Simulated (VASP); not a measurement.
# SnSe in VASP: notebook

SnSe is run at these levels: PBE; tasks: single point.

Program: VASP 6.6.1. These are calculated values, not measurements. Logs are shortened: lines on timing, memory, paths and dates and some standing lists are left out, and cuts for length are marked.

## Step 1: The cell of the first run

The cell holds a slab with vacuum, 8 atoms: a = 4.286 Å, b = 4.286 Å, c = 24.092 Å, α = 90.00°, β = 90.00°, γ = 90.00°.

## Step 2: Single point, PBE

INCAR reads:

```
SYSTEM = SnSe
ALGO = Normal
DIPOL = 0.5 0.5 0.500
EDIFF = 1E-6
ENCUT = 520
GGA = PE
IDIPOL = 3
ISIF = 2
ISMEAR = 0
LASPH = .TRUE.
LCHARG = .FALSE.
LDIPOL = .TRUE.
LREAL = .FALSE.
LWAVE = .FALSE.
NBANDS = 50
NELM = 80
PREC = Accurate
SIGMA = 0.05
```

KPOINTS reads:

```
k-points
0
G
  8 8 1
  0 0 0
```

POSCAR reads:

```
SnSe
1.0
    4.2862138071      0.0000000000      0.0000000000
    0.0000000000      4.2862138071      0.0000000000
    0.0000000000      0.0000000000     24.0924325458
Sn Se
4 4
Direct
    0.5000000000      0.5000000000      0.3113010687
    0.0000000000      0.0000000000      0.4371003562
    0.5000000000      0.5000000000      0.5628996438
    0.0000000000      0.0000000000      0.6886989313
    0.0000000000      0.0000000000      0.3113010687
    0.5000000000      0.5000000000      0.4371003562
    0.0000000000      0.0000000000      0.5628996438
    0.5000000000      0.5000000000      0.6886989313
```

Potentials or basis: VASP PAW PBE potentials, release 64 (Sn_d, Se).

Started as:

```
cat potpaw_PBE.64/Sn_d/POTCAR potpaw_PBE.64/Se/POTCAR > POTCAR
mpirun -np 1 vasp_std > vasp.out
```

OUTCAR:

```text
SYSTEM = SnSe
   EDIFF = 1E-6
   ENCUT = 520
   GGA = PE
   ISIF = 2
   ISMEAR = 0
   LASPH = .TRUE.
   LREAL = .FALSE.
   NELM = 80
   PREC = Accurate

 ion  position               nearest neighbor table
   1  0.500  0.500  0.311-   6 3.03   5 3.03   5 3.03   5 3.03   5 3.03
   2  0.000  0.000  0.437-   5 3.03   6 3.03   6 3.03   6 3.03   6 3.03   7 3.03
   3  0.500  0.500  0.563-   8 3.03   7 3.03   7 3.03   7 3.03   7 3.03   6 3.03
   4  0.000  0.000  0.689-   7 3.03   8 3.03   8 3.03   8 3.03   8 3.03
   5  0.000  0.000  0.311-   2 3.03   1 3.03   1 3.03   1 3.03   1 3.03
   6  0.500  0.500  0.437-   1 3.03   2 3.03   2 3.03   2 3.03   2 3.03   3 3.03
   7  0.000  0.000  0.563-   4 3.03   3 3.03   3 3.03   3 3.03   3 3.03   2 3.03
   8  0.500  0.500  0.689-   3 3.03   4 3.03   4 3.03   4 3.03   4 3.03

  LATTYP: Found a simple tetragonal cell.
 ALAT       =     4.2862138071
 C/A-ratio  =     5.6209124486

  Lattice vectors:

 A1 = (   4.2862138071,   0.0000000000,   0.0000000000)
 A2 = (   0.0000000000,   4.2862138071,   0.0000000000)
 A3 = (   0.0000000000,   0.0000000000,  24.0924325458)

Analysis of symmetry for initial positions (statically):
=====================================================================
 Subroutine PRICEL returns:
 Original cell was already a primitive cell.

 Routine SETGRP: Setting up the symmetry group for a
 simple tetragonal supercell.

 Subroutine GETGRP returns: Found 16 space group operations
 (whereof  8 operations were pure point group operations)
 out of a pool of 16 trial point group operations.

The static configuration has the point symmetry C_4v.
 The point group associated with its full space group is D_4h.

Analysis of symmetry for dynamics (positions and initial velocities):
=====================================================================
 Subroutine PRICEL returns:
 Original cell was already a primitive cell.

 Routine SETGRP: Setting up the symmetry group for a
 simple tetragonal supercell.

 Subroutine GETGRP returns: Found 16 space group operations
 (whereof  8 operations were pure point group operations)
 out of a pool of 16 trial point group operations.

The dynamic configuration has the point symmetry C_4v.
 The point group associated with its full space group is D_4h.

 Subroutine INISYM returns: Found 16 space group operations
 (whereof  8 operations are pure point group operations),
 and found     1 'primitive' translations

----------------------------------------------------------------------------------------

                                     Primitive cell

  volume of cell :     442.6172

  direct lattice vectors                    reciprocal lattice vectors
     4.286213807  0.000000000  0.000000000     0.233306140  0.000000000  0.000000000
     0.000000000  4.286213807  0.000000000     0.000000000  0.233306140  0.000000000
     0.000000000  0.000000000 24.092432546     0.000000000  0.000000000  0.041506809

  length of vectors
     4.286213807  4.286213807 24.092432546     0.233306140  0.233306140  0.041506809

  position of ions in fractional coordinates (direct lattice)
     0.500000000  0.500000000  0.311301069
     0.000000000  0.000000000  0.437100356
     0.500000000  0.500000000  0.562899644
     0.000000000  0.000000000  0.688698931
     0.000000000  0.000000000  0.311301069
     0.500000000  0.500000000  0.437100356
     0.000000000  0.000000000  0.562899644
     0.500000000  0.500000000  0.688698931

  ion indices of the primitive-cell ions
   primitive index   ion index
                 1           1
                 2           2
                 3           3
                 4           4
                 5           5
                 6           6
                 7           7
                 8           8

----------------------------------------------------------------------------------------

 KPOINTS: k-points

Automatic generation of k-mesh.
 Grid dimensions read from file:
 generate k-points for:    8    8    1

 Generating k-lattice:

  Cartesian coordinates                     Fractional coordinates (reciprocal lattice)
     0.029163268  0.000000000  0.000000000     0.125000000  0.000000000  0.000000000
     0.000000000  0.029163268  0.000000000     0.000000000  0.125000000  0.000000000
     0.000000000  0.000000000  0.041506809     0.000000000  0.000000000  1.000000000

  Length of vectors
     0.029163268  0.029163268  0.041506809

  Shift w.r.t. Gamma in fractional coordinates (k-lattice)
     0.000000000  0.000000000  0.000000000

 Subroutine IBZKPT returns following result:
 ===========================================

 Found     15 irreducible k-points:

 Following reciprocal coordinates:
            Coordinates               Weight
  0.000000  0.000000  0.000000      1.000000
  0.125000  0.000000  0.000000      4.000000
  0.250000  0.000000  0.000000      4.000000
  0.375000  0.000000  0.000000      4.000000
  0.500000  0.000000  0.000000      2.000000
  0.125000  0.125000  0.000000      4.000000
  0.250000  0.125000  0.000000      8.000000
  0.375000  0.125000  0.000000      8.000000
  0.500000  0.125000  0.000000      4.000000
  0.250000  0.250000  0.000000      4.000000
  0.375000  0.250000  0.000000      8.000000
  0.500000  0.250000  0.000000      4.000000
  0.375000  0.375000  0.000000      4.000000
  0.500000  0.375000  0.000000      4.000000
  0.500000  0.500000  0.000000      1.000000
   k-points           NKPTS =     15   k-points in BZ     NKDIM =     15   number of bands    NBANDS=     50
   number of dos      NEDOS =    301   number of ions     NIONS =      8
   total plane-waves  NPLWV = 184320
   dimension x,y,z NGX =    32 NGY =   32 NGZ =  180
   dimension x,y,z NGXF=    64 NGYF=   64 NGZF=  360
   ions per type =               4   4
   NGX,Y,Z   is equivalent  to a cutoff of  12.41, 12.41, 12.42 a.u.
   NGXF,Y,Z  is equivalent  to a cutoff of  24.82, 24.82, 24.84 a.u.
 SYSTEM =  SnSe
   PREC   = accura    normal or accurate (medium, high low for compatibility)
   ISTART =      0    job   : 0-new  1-cont  2-samecut
   ICHARG =      2    charge: 1-file 2-atom 10-const
   ISPIN  =      1    spin polarized calculation?
   LNONCOLLINEAR =      F non collinear calculations
   LSORBIT =      F    spin-orbit coupling
   LASPH  =      T    aspherical Exc in radial PAW
   ENCUT  =  520.0 eV  38.22 Ry    6.18 a.u.   7.97  7.97 44.80*2*pi/ulx,y,z
   NELM   =     80;   NELMIN=  2; NELMDL= -5     # of ELM steps
   EDIFF  = 0.1E-05   stopping-criterion for ELM
   LREAL  =      F    real-space projection
   EDIFFG = 0.1E-04   stopping-criterion for IOM
   NSW    =      0    number of steps for IOM
   IBRION =     -1    ionic relax: 0-MD 1-quasi-New 2-CG
   NFREE  =      0    steps in history (QN), initial steepest desc. (CG)
   ISIF   =      2    stress and relaxation
   ISYM   =      2    0-nonsym 1-usesym 2-fastsym
   POTIM  = 0.5000    time-step for ionic-motion
   TEBEG  =    0.0;   TEEND  =   0.0 temperature during run
   PSTRESS=    0.0 pullay stress
   NELECT =      80.0000    total number of electrons
   NUPDOWN=      -1.0000    fix difference up-down
   EMIN   =  10.00;   EMAX   =-10.00  energy-range for DOS
   EFERMI =   0.00;   METHOD = LEGACY
   ISMEAR =     0;   SIGMA  =   0.05  broadening in eV -4-tet -1-fermi 0-gaus
   EFERMI_NEDOS =   21; number of points for ismear=-14 and -15
   IALGO  =     38    algorithm
   IMIX   =      4    mixing-type and parameters
     AMIX     =   0.40;   BMIX     =  1.00
     AMIX_MAG =   1.60;   BMIX_MAG =  1.00
  volume/ion in A,a.u.               =      55.33       373.37
  Fermi-wavevector in a.u.,A,eV,Ry     =   0.925611  1.749152 11.656881  0.856757
  Thomas-Fermi vector in A             =   2.051485
   LORBIT       =      0    0 simple, 1 ext, 2 COOP (PROOUT), +10 PAW based schemes
   GGA     = PE    functional components
   LHFCALC =     F    Hartree Fock is set to
   AEXX    =    0.0000 exact exchange contribution
   IVDW    =     0    specifies the selected vdW correction
   LEPSILON=     F    determine dielectric tensor
   LRPA    =     F    only Hartree local field effects (RPA)
 non-spin polarized calculation
 Gauss-broadening in eV      SIGMA  =   0.05
  energy-cutoff  :      520.00
  volume of cell :      442.62
 maximum number of plane-waves:     11976
 NGX is ok and might be reduce to    32
   NGX = 15   NGY = 15   NGZ = 89

 number of electron      80.0000042 magnetization

 dipolmoment           0.000000      0.000000      0.000000 electrons x Angstroem

 Free energy of the ion-electron system (eV)
  ---------------------------------------------------
  ext. energy  EPLUGINS =         0.00000000
  ---------------------------------------------------
  free energy    TOTEN  =       -32.35610544 eV

  energy without entropy =      -32.35610544  energy(sigma->0) =      -32.35610544

 E-fermi :   0.7233     XC(G=0):  -5.3073

 val. band max:        0.5023718428   @ k =   0.5000   0.0000   0.0000
 cond. band min:       1.1530488989   @ k =   0.5000   0.0000   0.0000
 fundamental gap:      0.6506770561
 Fermi energy:         0.7232517131

 k-point     1 :       0.0000    0.0000    0.0000
  band No.  band energies     occupation
      1     -21.1302      2.00000
      2     -21.1300      2.00000
      3     -21.1019      2.00000
      4     -21.1019      2.00000
      5     -21.1019      2.00000
      6     -21.1019      2.00000
[... 42 lines left out ...]
     49       4.9575      0.00000
     50       4.9975      0.00000

 k-point     2 :       0.1250    0.0000    0.0000
  band No.  band energies     occupation
      1     -21.1292      2.00000
      2     -21.1291      2.00000
      3     -21.1024      2.00000
      4     -21.1024      2.00000
      5     -21.1018      2.00000
      6     -21.1018      2.00000
[... 681 lines left out ...]
 k-point    15 :       0.5000    0.5000    0.0000
  band No.  band energies     occupation
      1     -21.1195      2.00000
      2     -21.1195      2.00000
      3     -21.1048      2.00000
      4     -21.1048      2.00000
      5     -21.1048      2.00000
      6     -21.1048      2.00000
[... 42 lines left out ...]
     49       5.6578      0.00000
     50       5.6578      0.00000

------------------------ aborting loop because EDIFF is reached ----------------------------------------

 vacuum level on the upper side and lower side of the slab       (xc-potential included)        -0.143        -0.143

  FORCE on cell =-STRESS in cart. coord.  units (eV):
  Direction    XX          YY          ZZ          XY          YZ          ZX
  --------------------------------------------------------------------------------------
  -------------------------------------------------------------------------------------
  Total       -1.1680867     -1.1680867     -3.4190146      0.0000000      0.0000000     -0.0000000
  in kB       -4.2282178     -4.2282178    -12.3760833      0.0000000      0.0000000     -0.0000000
  external PRESSURE =      -6.9441730 kB  Pullay stress =       0.0000000 kB

 VOLUME and BASIS-vectors are now :
 -----------------------------------------------------------------------------
  energy-cutoff  :      520.00
  volume of cell :      442.62
      direct lattice vectors                 reciprocal lattice vectors
     4.286213807  0.000000000  0.000000000     0.233306140  0.000000000  0.000000000
     0.000000000  4.286213807  0.000000000     0.000000000  0.233306140  0.000000000
     0.000000000  0.000000000 24.092432546     0.000000000  0.000000000  0.041506809

 POSITION                                       TOTAL-FORCE (eV/Angst)
 -----------------------------------------------------------------------------------
      2.14311      2.14311      7.50000        -0.000000      0.000000      0.414481
      0.00000      0.00000     10.53081        -0.000000     -0.000000     -0.449631
      2.14311      2.14311     13.56162        -0.000000      0.000000      0.449631
      0.00000      0.00000     16.59243        -0.000000     -0.000000     -0.414481
      0.00000      0.00000      7.50000        -0.000000      0.000000      0.253719
      2.14311      2.14311     10.53081         0.000000     -0.000000     -0.444698
      0.00000      0.00000     13.56162        -0.000000      0.000000      0.444698
      2.14311      2.14311     16.59243        -0.000000     -0.000000     -0.253719
 -----------------------------------------------------------------------------------
    total drift:                                0.000000     -0.000000      0.000000

  FREE ENERGIE OF THE ION-ELECTRON SYSTEM (eV)
  ---------------------------------------------------
  free  energy   TOTEN  =       -32.3561054373 eV

  energy  without entropy=      -32.3561054373  energy(sigma->0) =      -32.35610544

 vacuum level on the upper side and lower side of the slab         4.651         4.651
```

Wall time 3.6 min (1 thread of Intel Xeon 6975P-C (Granite Rapids), shared host); peak memory 0.57 GiB.

Results:

- Free energy: -32.3561 eV
- Largest force: 0.450 eV/Å
- Band gap on the k mesh: 0.65 eV

Forces in eV/Å, atoms in the order of the input:
```
Sn   0.000  0.000  0.414
Sn   0.000  0.000 -0.450
Sn   0.000  0.000  0.450
Sn   0.000  0.000 -0.414
Se   0.000  0.000  0.254
Se   0.000  0.000 -0.445
Se   0.000  0.000  0.445
Se   0.000  0.000 -0.254
```

Caveat: semilocal functionals underestimate gaps, and a narrow one can read as zero; spin-orbit coupling is left out, which moves the levels of the heavy elements.

## Step 3: Single point, PBE

INCAR reads:

```
SYSTEM = SnSe
PREC = Accurate
ENCUT = 520
EDIFF = 1E-7
ISMEAR = 0
SIGMA = 0.05
LREAL = .FALSE.
LASPH = .TRUE.
NELM = 80
ALGO = Normal
ISIF = 2
LWAVE = .FALSE.
LCHARG = .FALSE.
LDIPOL = .TRUE.
IDIPOL = 3
DIPOL = 0.5 0.5 0.500
GGA = PE
NBANDS = 50
```

KPOINTS reads:

```
regular mesh
0
G
  8 8 1
  0 0 0
```

POSCAR reads:

```
SnSe
1.0
    4.2862138071      0.0000000000      0.0000000000
    0.0000000000      4.2862138071      0.0000000000
    0.0000000000      0.0000000000     24.0924325458
Sn Se
4 4
Direct
    0.5000000000      0.5000000000      0.3135218214
    0.0000000000      0.0000000000      0.4273531634
    0.5000000000      0.5000000000      0.5726516865
    0.0000000000      0.0000000000      0.6864795191
    0.0000000000      0.0000000000      0.3124301691
    0.5000000000      0.5000000000      0.4280801725
    0.0000000000      0.0000000000      0.5719160324
    0.5000000000      0.5000000000      0.6875674357
```

Potentials or basis: VASP PAW PBE potentials, release 64 (Sn_d, Se).

Started as:

```
cat potpaw_PBE.64/Sn_d/POTCAR potpaw_PBE.64/Se/POTCAR > POTCAR
mpirun -np 1 vasp_std > vasp.out
```

It took 4.1 min on 1 thread of Intel Xeon 6975P-C (Granite Rapids), shared host; peak memory 0.57 GiB.

The run converged. Its results:

```
Free energy            : -32.6319 eV
Largest force          : 0.013 eV/Å
Band gap on the k mesh : 0.96 eV
```

Forces in eV/Å, atoms in the order of the input:
```
Sn   0.000  0.000 -0.008
Sn   0.000  0.000  0.013
Sn   0.000  0.000 -0.013
Sn   0.000  0.000  0.008
Se   0.000  0.000 -0.010
Se   0.000  0.000  0.006
Se   0.000  0.000 -0.006
Se   0.000  0.000  0.010
```

Levels at points of the mesh, in eV from the valence-band top:
```
           k point  band 36  band 37  band 38  band 39  band 40  band 41  band 42  band 43  band 44  band 45
(0.00, 0.00, 0.00)    -2.12    -1.95    -1.95    -1.14    -0.68     1.33     2.44     3.48     3.72     4.02
(0.50, 0.00, 0.00)    -1.64    -0.29    -0.29    -0.15    -0.15     1.07     1.07     1.27     1.28     1.71
(0.50, 0.50, 0.00)    -3.42    -2.45    -2.45    -1.46    -1.46     2.69     2.69     3.84     3.84     4.18
```

Caveat: spin-orbit coupling is left out, which moves the levels of the heavy elements.
